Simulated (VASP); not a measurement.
CdS:

```
CELL_PARAMETERS angstrom
0.00000 2.75324 2.75324
2.75324 0.00000 2.75324
2.75324 2.75324 0.00000
ATOMIC_POSITIONS crystal
Cd 0.00000 0.00000 0.00000
S 0.50000 0.50000 0.50000
```

Base run:

| Quantity | Value |
| --- | --- |
| Program | VASP 6.6.1 |
| Functional | r2SCAN |
| Potentials or basis | VASP PAW PBE potentials, release 64 (Cd, S) |
| Cutoff | 550 eV |
| k mesh | 5 × 5 × 5 |
| Occupations | fermi-dirac, width 0.1 eV |
| Spin | no spin polarisation |

Its results: band gap on the k mesh 1.22 eV, indirect (least direct gap 2.14 eV); pressure -1.7 GPa.

Question: The run is repeated on the same cell with these changes: k mesh from 5 × 5 × 5 to 4 × 4 × 4. What comes out?

Answer: Band gap on the k mesh 0.71 eV, indirect (least direct gap 2.13 eV); pressure -1.4 GPa.

Caveats: some runs use coarse meshes; the PAW data sets were made with another functional, which shifts forces and pressure a little.

A k mesh can miss the band edges.
